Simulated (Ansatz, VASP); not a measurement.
**Two plane-wave programs on Sc**

```
CELL_PARAMETERS angstrom
5.13964 0.00000 0.00000
-2.56982 4.45106 0.00000
0.00000 0.00000 3.21935
ATOMIC_POSITIONS crystal
Sc 0.00000 0.00000 0.00000
Sc 0.33333 0.66667 0.50000
Sc 0.66667 0.33333 0.50000
```

Alike in both runs: task single point; functional PBE; k mesh 8 × 8 × 11; occupations fermi-dirac, width 0.1 eV; no spin polarisation.

|  | VASP | Ansatz |
| --- | --- | --- |
| version | VASP 6.6.1 | Ansatz 0.2.0 |
| potentials or method | VASP PAW PBE potentials, release 64 (Sc_sv), cutoff 520 eV | plane waves (420 eV) with PAW, scalar-relativistic |
| valence electrons in the cell | 33 | 33 |

```tsv
	VASP	Ansatz	Ansatz less VASP
pressure (GPa)	0.0	0.0	-0.04
```

The functional is the same, so the differences come from potentials, cutoffs and numerics.
